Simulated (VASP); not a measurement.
# GaN (F-43m) in VASP: notebook

The runs below take GaN through single point, with PBE.

Everything below comes from runs of VASP 6.6.1. Logs are shortened: lines on timing, memory, paths and dates and some standing lists are left out, and cuts for length are marked.

## 1. The cell of the first run

Symmetry: F-43m, No. 216, cubic system. The conventional cell has a = 4.456 Å, b = 4.456 Å, c = 4.456 Å, α = 90.00°, β = 90.00°, γ = 90.00°. Ga (site symmetry -43m) has 4 N at 1.93 Å within 2.6 Å. N (site symmetry -43m) has 4 Ga at 1.93 Å within 2.6 Å.

## 2. Single point, PBE (volume changed by -6%)

INCAR

```
ALGO = Normal ; EDIFF = 1E-7
ENCUT = 520 ; GGA = PE
ISIF = 2 ; ISMEAR = 0
LASPH = True ; LCHARG = False
LREAL = False ; LWAVE = False
NBANDS = 16 ; NELM = 100
PREC = Accurate ; SIGMA = 0.01
```

KPOINTS

```
k-points
0
Gamma
  8 8 8
```

POSCAR

```
GaN
1.0
    0.0000000000      2.2277817756      2.2277817756
    2.2277817756      0.0000000000      2.2277817756
    2.2277817756      2.2277817756      0.0000000000
Ga N
1 1
Direct
    0.0000000000      0.0000000000      0.0000000000
    0.7500000000      0.7500000000      0.7500000000
```

Potentials or basis: VASP PAW PBE potentials, release 64 (Ga_d, N).

Started as:

```console
cat potpaw_PBE.64/Ga_d/POTCAR potpaw_PBE.64/N/POTCAR > POTCAR
mpirun -np 1 vasp_std > vasp.out
```

OUTCAR:

```text
EDIFF = 1E-7
   ENCUT = 520
   GGA = PE
   ISIF = 2
   ISMEAR = 0
   LASPH = True
   LREAL = False
   NELM = 100
   PREC = Accurate

 ion  position               nearest neighbor table
   1  0.000  0.000  0.000-   2 1.93   2 1.93   2 1.93   2 1.93
   2  0.750  0.750  0.750-   1 1.93   1 1.93   1 1.93   1 1.93

  LATTYP: Found a face centered cubic cell.
 ALAT       =     4.4555635512

  Lattice vectors:

 A1 = (   0.0000000000,   2.2277817756,   2.2277817756)
 A2 = (   2.2277817756,   0.0000000000,   2.2277817756)
 A3 = (   2.2277817756,   2.2277817756,   0.0000000000)

Analysis of symmetry for initial positions (statically):
=====================================================================
 Subroutine PRICEL returns:
 Original cell was already a primitive cell.

 Routine SETGRP: Setting up the symmetry group for a
 face centered cubic supercell.

 Subroutine GETGRP returns: Found 24 space group operations
 (whereof 24 operations were pure point group operations)
 out of a pool of 48 trial point group operations.

The static configuration has the point symmetry T_d .

Analysis of symmetry for dynamics (positions and initial velocities):
=====================================================================
 Subroutine PRICEL returns:
 Original cell was already a primitive cell.

 Routine SETGRP: Setting up the symmetry group for a
 face centered cubic supercell.

 Subroutine GETGRP returns: Found 24 space group operations
 (whereof 24 operations were pure point group operations)
 out of a pool of 48 trial point group operations.

The dynamic configuration has the point symmetry T_d .

 Subroutine INISYM returns: Found 24 space group operations
 (whereof 24 operations are pure point group operations),
 and found     1 'primitive' translations

----------------------------------------------------------------------------------------

                                     Primitive cell

  volume of cell :      22.1130

  direct lattice vectors                    reciprocal lattice vectors
     0.000000000  2.227781776  2.227781776    -0.224438500  0.224438500  0.224438500
     2.227781776  0.000000000  2.227781776     0.224438500 -0.224438500  0.224438500
     2.227781776  2.227781776  0.000000000     0.224438500  0.224438500 -0.224438500

  length of vectors
     3.150559201  3.150559201  3.150559201     0.388738885  0.388738885  0.388738885

  position of ions in fractional coordinates (direct lattice)
     0.000000000  0.000000000  0.000000000
     0.750000000  0.750000000  0.750000000

  ion indices of the primitive-cell ions
   primitive index   ion index
                 1           1
                 2           2

----------------------------------------------------------------------------------------

 KPOINTS: k-points

Automatic generation of k-mesh.
 Grid dimensions read from file:
 generate k-points for:    8    8    8

 Generating k-lattice:

  Cartesian coordinates                     Fractional coordinates (reciprocal lattice)
    -0.028054812  0.028054812  0.028054812     0.125000000  0.000000000  0.000000000
     0.028054812 -0.028054812  0.028054812     0.000000000  0.125000000  0.000000000
     0.028054812  0.028054812 -0.028054812     0.000000000  0.000000000  0.125000000

  Length of vectors
     0.048592361  0.048592361  0.048592361

  Shift w.r.t. Gamma in fractional coordinates (k-lattice)
     0.000000000  0.000000000  0.000000000

 Subroutine IBZKPT returns following result:
 ===========================================

 Found     29 irreducible k-points:

 Following reciprocal coordinates:
            Coordinates               Weight
  0.000000  0.000000  0.000000      1.000000
  0.125000  0.000000  0.000000      8.000000
  0.250000  0.000000  0.000000      8.000000
  0.375000  0.000000  0.000000      8.000000
  0.500000  0.000000  0.000000      4.000000
  0.125000  0.125000  0.000000      6.000000
[... 16 lines left out ...]
  0.500000  0.250000  0.125000     48.000000
 -0.375000  0.250000  0.125000     24.000000
 [... further k-points ...]
   k-points           NKPTS =     29   k-points in BZ     NKDIM =     29   number of bands    NBANDS=     16
   number of dos      NEDOS =    301   number of ions     NIONS =      2
   total plane-waves  NPLWV =  13824
   dimension x,y,z NGX =    24 NGY =   24 NGZ =   24
   dimension x,y,z NGXF=    48 NGYF=   48 NGZF=   48
   ions per type =               1   1
   NGX,Y,Z   is equivalent  to a cutoff of  12.66, 12.66, 12.66 a.u.
   NGXF,Y,Z  is equivalent  to a cutoff of  25.33, 25.33, 25.33 a.u.
 SYSTEM =  unknown system
   PREC   = accura    normal or accurate (medium, high low for compatibility)
   ISTART =      0    job   : 0-new  1-cont  2-samecut
   ICHARG =      2    charge: 1-file 2-atom 10-const
   ISPIN  =      1    spin polarized calculation?
   LNONCOLLINEAR =      F non collinear calculations
   LSORBIT =      F    spin-orbit coupling
   LASPH  =      T    aspherical Exc in radial PAW
   ENCUT  =  520.0 eV  38.22 Ry    6.18 a.u.   5.86  5.86  5.86*2*pi/ulx,y,z
   NELM   =    100;   NELMIN=  2; NELMDL= -5     # of ELM steps
   EDIFF  = 0.1E-06   stopping-criterion for ELM
   LREAL  =      F    real-space projection
   EDIFFG = 0.1E-05   stopping-criterion for IOM
   NSW    =      0    number of steps for IOM
   IBRION =     -1    ionic relax: 0-MD 1-quasi-New 2-CG
   NFREE  =      0    steps in history (QN), initial steepest desc. (CG)
   ISIF   =      2    stress and relaxation
   ISYM   =      2    0-nonsym 1-usesym 2-fastsym
   POTIM  = 0.5000    time-step for ionic-motion
   TEBEG  =    0.0;   TEEND  =   0.0 temperature during run
   PSTRESS=    0.0 pullay stress
   NELECT =      18.0000    total number of electrons
   NUPDOWN=      -1.0000    fix difference up-down
   EMIN   =  10.00;   EMAX   =-10.00  energy-range for DOS
   EFERMI =   0.00;   METHOD = LEGACY
   ISMEAR =     0;   SIGMA  =   0.01  broadening in eV -4-tet -1-fermi 0-gaus
   EFERMI_NEDOS =   21; number of points for ismear=-14 and -15
   IALGO  =     38    algorithm
   IMIX   =      4    mixing-type and parameters
     AMIX     =   0.40;   BMIX     =  1.00
     AMIX_MAG =   1.60;   BMIX_MAG =  1.00
  volume/ion in A,a.u.               =      11.06        74.61
  Fermi-wavevector in a.u.,A,eV,Ry     =   1.528562  2.888563 31.790031  2.336501
  Thomas-Fermi vector in A             =   2.636303
   LORBIT       =      0    0 simple, 1 ext, 2 COOP (PROOUT), +10 PAW based schemes
   GGA     = PE    functional components
   LHFCALC =     F    Hartree Fock is set to
   AEXX    =    0.0000 exact exchange contribution
   IVDW    =     0    specifies the selected vdW correction
   LEPSILON=     F    determine dielectric tensor
   LRPA    =     F    only Hartree local field effects (RPA)
 non-spin polarized calculation
 Gauss-broadening in eV      SIGMA  =   0.01
  energy-cutoff  :      520.00
  volume of cell :       22.11
 maximum number of plane-waves:       609
   NGX = 11   NGY = 11   NGZ = 11

 number of electron      18.0000016 magnetization

 Free energy of the ion-electron system (eV)
  ---------------------------------------------------
  ext. energy  EPLUGINS =         0.00000000
  ---------------------------------------------------
  free energy    TOTEN  =       -12.10111200 eV

  energy without entropy =      -12.10111200  energy(sigma->0) =      -12.10111200

 E-fermi :   5.7083     XC(G=0): -11.8522

 val. band max:        5.6636148305   @ k =   0.0000   0.0000   0.0000
 cond. band min:       7.6104254739   @ k =   0.0000   0.0000   0.0000
 fundamental gap:      1.9468106434
 Fermi energy:         5.7083289107

 k-point     1 :       0.0000    0.0000    0.0000
  band No.  band energies     occupation
      1     -10.5710      2.00000
      2      -7.8117      2.00000
      3      -7.8117      2.00000
      4      -7.8117      2.00000
      5      -7.4554      2.00000
      6      -7.4554      2.00000
[... 8 lines left out ...]
     15      24.7818      0.00000
     16      24.7818      0.00000

 k-point     2 :       0.1250    0.0000    0.0000
  band No.  band energies     occupation
      1     -10.3902      2.00000
      2      -7.7889      2.00000
      3      -7.7889      2.00000
      4      -7.7512      2.00000
      5      -7.4573      2.00000
      6      -7.4573      2.00000
[... 8 lines left out ...]
     15      23.1548      0.00000
     16      23.2188      0.00000

 k-point     3 :       0.2500    0.0000    0.0000
  band No.  band energies     occupation
      1      -9.9771      2.00000
      2      -7.7442      2.00000
      3      -7.7442      2.00000
      4      -7.4592      2.00000
      5      -7.4504      2.00000
      6      -7.4504      2.00000
[... 8 lines left out ...]
     15      22.7783      0.00000
     16      22.7783      0.00000

 k-point     4 :       0.3750    0.0000    0.0000
  band No.  band energies     occupation
      1      -9.6485      2.00000
      2      -7.7190      2.00000
      3      -7.7190      2.00000
      4      -7.4221      2.00000
      5      -7.4221      2.00000
      6      -6.7616      2.00000
[... 8 lines left out ...]
     15      24.2714      0.00000
     16      24.2714      0.00000

 k-point     5 :       0.5000    0.0000    0.0000
  band No.  band energies     occupation
      1      -9.5493      2.00000
      2      -7.7146      2.00000
      3      -7.7146      2.00000
      4      -7.4037      2.00000
      5      -7.4037      2.00000
      6      -6.2103      2.00000
[... 8 lines left out ...]
     15      25.7468      0.00000
     16      25.7468      0.00000

 k-point     6 :       0.1250    0.1250    0.0000
  band No.  band energies     occupation
      1     -10.3311      2.00000
      2      -7.7677      2.00000
      3      -7.7677      2.00000
      4      -7.7600      2.00000
      5      -7.4711      2.00000
      6      -7.4430      2.00000
[... 8 lines left out ...]
     15      25.8517      0.00000
     16      25.9017      0.00000

 k-point     7 :       0.2500    0.1250    0.0000
  band No.  band energies     occupation
      1      -9.9989      2.00000
      2      -7.7401      2.00000
      3      -7.7181      2.00000
      4      -7.5942      2.00000
      5      -7.4298      2.00000
      6      -7.4282      2.00000
[... 8 lines left out ...]
     15      24.8244      0.00000
     16      25.0431      0.00000

 k-point     8 :       0.3750    0.1250    0.0000
  band No.  band energies     occupation
      1      -9.6587      2.00000
      2      -7.7155      2.00000
      3      -7.6844      2.00000
      4      -7.5023      2.00000
      5      -7.4087      2.00000
      6      -6.9001      2.00000
[... 8 lines left out ...]
     15      24.1955      0.00000
     16      25.6660      0.00000

 k-point     9 :       0.5000    0.1250    0.0000
  band No.  band energies     occupation
      1      -9.5116      2.00000
      2      -7.7111      2.00000
      3      -7.6785      2.00000
      4      -7.4510      2.00000
      5      -7.4021      2.00000
      6      -6.1699      2.00000
[... 8 lines left out ...]
     15      24.7372      0.00000
     16      26.1203      0.00000
[... 172 lines left out ...]
 k-point    19 :       0.5000    0.3750    0.0000
  band No.  band energies     occupation
      1      -9.3680      2.00000
      2      -7.7005      2.00000
      3      -7.5157      2.00000
      4      -7.5047      2.00000
      5      -7.3830      2.00000
      6      -5.8908      2.00000
[... 8 lines left out ...]
     15      28.5960      0.00000
     16      29.3411      0.00000

 k-point    20 :      -0.3750    0.3750    0.0000
  band No.  band energies     occupation
      1      -9.3615      2.00000
      2      -7.6876      2.00000
      3      -7.5276      2.00000
      4      -7.5251      2.00000
      5      -7.4130      2.00000
      6      -5.6004      2.00000
[... 8 lines left out ...]
     15      26.6356      0.00000
     16      29.2284      0.00000

 k-point    21 :       0.5000    0.5000    0.0000
  band No.  band energies     occupation
      1      -9.3476      2.00000
      2      -7.7250      2.00000
      3      -7.4743      2.00000
      4      -7.4743      2.00000
      5      -7.3708      2.00000
      6      -5.7939      2.00000
[... 8 lines left out ...]
     15      28.0510      0.00000
     16      30.5903      0.00000

 k-point    22 :       0.3750    0.2500    0.1250
  band No.  band energies     occupation
      1      -9.7134      2.00000
      2      -7.6979      2.00000
      3      -7.6760      2.00000
      4      -7.5518      2.00000
      5      -7.4260      2.00000
      6      -7.0926      2.00000
[... 8 lines left out ...]
     15      25.1303      0.00000
     16      27.4679      0.00000

 k-point    23 :       0.5000    0.2500    0.1250
  band No.  band energies     occupation
      1      -9.5006      2.00000
      2      -7.6909      2.00000
      3      -7.6417      2.00000
      4      -7.5099      2.00000
      5      -7.4180      2.00000
      6      -6.3782      2.00000
[... 8 lines left out ...]
     15      25.2543      0.00000
     16      27.2406      0.00000

 k-point    24 :      -0.3750    0.2500    0.1250
  band No.  band energies     occupation
      1      -9.4360      2.00000
      2      -7.6971      2.00000
      3      -7.6283      2.00000
      4      -7.4792      2.00000
      5      -7.4196      2.00000
      6      -5.8891      2.00000
[... 8 lines left out ...]
     15      24.8014      0.00000
     16      27.1702      0.00000

 [... further k-points ...]

------------------------ aborting loop because EDIFF is reached ----------------------------------------

  FORCE on cell =-STRESS in cart. coord.  units (eV):
  Direction    XX          YY          ZZ          XY          YZ          ZX
  --------------------------------------------------------------------------------------
  -------------------------------------------------------------------------------------
  Total        1.6824444      1.6824444      1.6824444     -0.0000000      0.0000000     -0.0000000
  in kB      121.8999062    121.8999062    121.8999062     -0.0000000      0.0000000     -0.0000000
  external PRESSURE =     121.8999062 kB  Pullay stress =       0.0000000 kB

 VOLUME and BASIS-vectors are now :
 -----------------------------------------------------------------------------
  energy-cutoff  :      520.00
  volume of cell :       22.11
      direct lattice vectors                 reciprocal lattice vectors
     0.000000000  2.227781776  2.227781776    -0.224438500  0.224438500  0.224438500
     2.227781776  0.000000000  2.227781776     0.224438500 -0.224438500  0.224438500
     2.227781776  2.227781776  0.000000000     0.224438500  0.224438500 -0.224438500

 POSITION                                       TOTAL-FORCE (eV/Angst)
 -----------------------------------------------------------------------------------
      0.00000      0.00000      0.00000         0.000000      0.000000      0.000000
      3.34167      3.34167      3.34167        -0.000000     -0.000000     -0.000000
 -----------------------------------------------------------------------------------
    total drift:                               -0.000002     -0.000002     -0.000002

  FREE ENERGIE OF THE ION-ELECTRON SYSTEM (eV)
  ---------------------------------------------------
  free  energy   TOTEN  =       -12.1011120035 eV

  energy  without entropy=      -12.1011120035  energy(sigma->0) =      -12.10111200
```

Run time: 4.4 s. Hardware: 1 thread of Intel Xeon 6975P-C (Granite Rapids), shared host; peak memory 0.14 GiB.

What came out:

```yaml
Free_energy: -12.1011 eV
Pressure: 12.2 GPa
Band_gap_on_the_k_mesh: 1.95 eV, direct
```

(Continued in part 2 of 2.)
